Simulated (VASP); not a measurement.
Wanted: the native input for a VASP 6.6.1 run.

```yaml
Task: single point
Functional: r2SCAN
Potentials_or_basis: VASP PAW PBE potentials, release 64 (Ti_sv, Ag)
Cutoff: 520 eV
k_mesh: 10 × 10 × 10
Occupations: methfessel-paxton, width 0.05 eV
Spin: no spin polarisation
Dipole_correction: no
Further_INCAR_settings: ALGO = Normal; EDIFF = 1e-06; NBANDS = 32
```

Ti3Ag:

```
Ti Ag
1.0
     4.07836    0.00000    0.00000
     0.00000    4.07836    0.00000
     0.00000    0.00000    4.07836
Ti Ag
3 1
Direct
  0.50000 0.50000 0.00000
  0.00000 0.50000 0.50000
  0.50000 0.00000 0.50000
  0.00000 0.00000 0.00000
```

The input as run:

POSCAR

```
Ti3Ag
1.0
    4.0783621360      0.0000000000      0.0000000000
    0.0000000000      4.0783621360      0.0000000000
    0.0000000000      0.0000000000      4.0783621360
Ti Ag
3 1
Direct
    0.5000000000      0.5000000000      0.0000000000
    0.0000000000      0.5000000000      0.5000000000
    0.5000000000      0.0000000000      0.5000000000
    0.0000000000      0.0000000000      0.0000000000
```

INCAR.step1

```
SYSTEM = Ti3Ag
PREC = Accurate ; ENCUT = 520
ISMEAR = 1 ; SIGMA = 0.05
LREAL = .FALSE. ; LASPH = .TRUE.
NELM = 80 ; NBANDS = 32
GGA = PE ; ALGO = Normal
EDIFF = 1E-4 ; LWAVE = .TRUE.
LCHARG = .FALSE.
```

INCAR.step2

```
SYSTEM = Ti3Ag
PREC = Accurate ; ENCUT = 520
EDIFF = 1E-6 ; ISMEAR = 1
SIGMA = 0.05 ; LREAL = .FALSE.
LASPH = .TRUE. ; NELM = 80
ALGO = Normal ; ISIF = 2
LWAVE = .FALSE. ; LCHARG = .FALSE.
METAGGA = R2SCAN ; LMIXTAU = .TRUE.
NBANDS = 32 ; ISTART = 1
```

KPOINTS

```
Automatic mesh
0
G
  10 10 10
  0 0 0
```

Potentials or basis: VASP PAW PBE potentials, release 64 (Ti_sv, Ag).

Run with:

```console
$ cat potpaw_PBE.64/Ti_sv/POTCAR potpaw_PBE.64/Ag/POTCAR > POTCAR
$ cp INCAR.step1 INCAR
$ mpirun -np 1 vasp_std > vasp.out
$ cp INCAR.step2 INCAR
$ mpirun -np 1 vasp_std > vasp.out
```

It gave:

```json
{
  "Pressure": "0.3 GPa"
}
```

Caveat: the PAW data sets were made with another functional, which shifts forces and pressure a little.

Run time: 5.1 min on 1 thread of Intel Xeon 6975P-C, with other jobs on the host, peak memory 0.25 GiB.
